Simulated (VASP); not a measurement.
Set up this calculation in VASP 6.6.1, as the native input.

| Quantity | Value |
| --- | --- |
| Task | single point |
| Functional | PBE |
| Potentials or basis | VASP PAW PBE potentials, release 64 (Mo_sv) |
| Cutoff | 500 eV |
| k mesh | 10 × 10 × 10 |
| Occupations | methfessel-paxton, width 0.02 eV |
| Spin | no spin polarisation |
| Dipole correction | no |
| Further INCAR settings | ALGO = Normal; EDIFF = 1e-06; NBANDS = 13 |

The structure of Mo lies in POSCAR:

```
Mo
1.0
   -1.5734150000      1.5734150000      1.5734150000
    1.5734150000     -1.5734150000      1.5734150000
    1.5734150000      1.5734150000     -1.5734150000
Mo
1
Direct
    0.0000000000      0.0000000000      0.0000000000
```

These files were run (other wordings do the same):

INCAR

```
SYSTEM = Mo
PREC = Accurate
ENCUT = 500
EDIFF = 1E-6
ISMEAR = 1
SIGMA = 0.02
LREAL = .False.
LASPH = .True.
NELM = 120
ALGO = Normal
ISIF = 2
LWAVE = .False.
LCHARG = .False.
GGA = PE
NBANDS = 13
GGA_COMPAT = .False.
```

KPOINTS

```
Automatic mesh
0
Gamma
  10 10 10
  0 0 0
```

Potentials or basis: VASP PAW PBE potentials, release 64 (Mo_sv).

Launch:

```console
$ cat potpaw_PBE.64/Mo_sv/POTCAR > POTCAR
$ mpirun -np 1 vasp_std > vasp.out
```

It gave:

| Quantity | Value |
| --- | --- |
| Pressure | 3.4 GPa |
| Band gap on the k mesh | zero (band 7 reaches 16.67 eV, above the bottom of band 8 at 11.29 eV) |

Wall time 11 s on 1 thread of AMD EPYC 7R13, on a shared host, peak memory 0.1 GiB.
